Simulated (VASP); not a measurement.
A run of VASP 6.6.1 is set up as follows.

Contents of INCAR:

```
  PREC = Accurate
  ENCUT = 520
  EDIFF = 1E-7
  ISMEAR = -1
  SIGMA = 0.05
  LREAL = Auto
  LASPH = T
  NELM = 150
  ALGO = Normal
  ISIF = 2
  LWAVE = F
  LCHARG = F
  ISPIN = 2
  MAGMOM = 0 0.125 0.125 0.125 0.125 0.125 0 0.125 0 0 0 0 0 0 0.125 0.125
  LORBIT = 11
  GGA = PS
  NBANDS = 91
  NELECT = 145.0
```

KPOINTS

```
Automatic mesh
0
Gamma
  2 2 2
```

File POSCAR:

```
Ga4TeN3
1.0
    8.9962420000      0.0000000000      0.0000000000
    0.0000000000      4.4981210000      0.0000000000
    0.0000000000      0.0000000000      4.4981210000
Ga N Te
8 6 2
Direct
    0.9939800000      0.0127950000      0.9972250000
    0.5052510000      0.0346470000      0.9997130000
    0.2538470000      0.4908150000      0.0147490000
    0.7542860000      0.5071560000      0.9937230000
    0.2464330000      0.0233240000      0.4976360000
    0.7443650000      0.9757970000      0.5173960000
    0.0199530000      0.4905610000      0.4805980000
    0.4931010000      0.4918800000      0.4949410000
    0.1185680000      0.2614360000      0.2705960000
    0.8599000000      0.7576930000      0.2562710000
    0.3658970000      0.2430200000      0.7540260000
    0.8775490000      0.2514060000      0.7293750000
    0.1297080000      0.7417780000      0.7485850000
    0.6299080000      0.7512990000      0.7309600000
    0.6393370000      0.2689470000      0.2576690000
    0.3889800000      0.7618840000      0.2348480000
```

Potentials or basis: VASP PAW PBE potentials, release 64 (Ga_d, N, Te).

The run is started by

```sh
$ cat potpaw_PBE.64/Ga_d/POTCAR potpaw_PBE.64/N/POTCAR potpaw_PBE.64/Te/POTCAR > POTCAR
$ mpirun -np 1 vasp_std > vasp.out
```

Task: What does it give for the largest force?

Result: 20.870 eV/Å.

Task: Predict the net moment.

Result: 0.00 μB per cell.

Forces in eV/Å, atoms in the order of the input:
```
Ga    0.160  -1.088   0.061
Ga    1.203   2.164 -19.861
Ga  -10.530  -8.113  -8.071
Ga   11.700  11.028 -13.185
Ga   -6.713   3.309   5.764
Ga    9.427  -6.287   6.617
Ga   -5.362   4.448   3.981
Ga   -1.132  -2.979  20.626
N     3.348  -3.644  -4.878
N     3.096  -0.367  -1.023
N     0.930   0.979  -0.124
N     0.181   0.363   0.829
N    -0.128   0.810   0.595
N    -2.732  -1.671   3.101
Te    3.248  -2.528   4.240
Te   -6.695   3.575   1.327
```

Caveat: the k points lie up to 0.70 Å⁻¹ apart; the cell carries a net charge on a neutralising background, which shifts energy and pressure; the PAW data sets were made with another functional, which shifts forces and pressure a little.
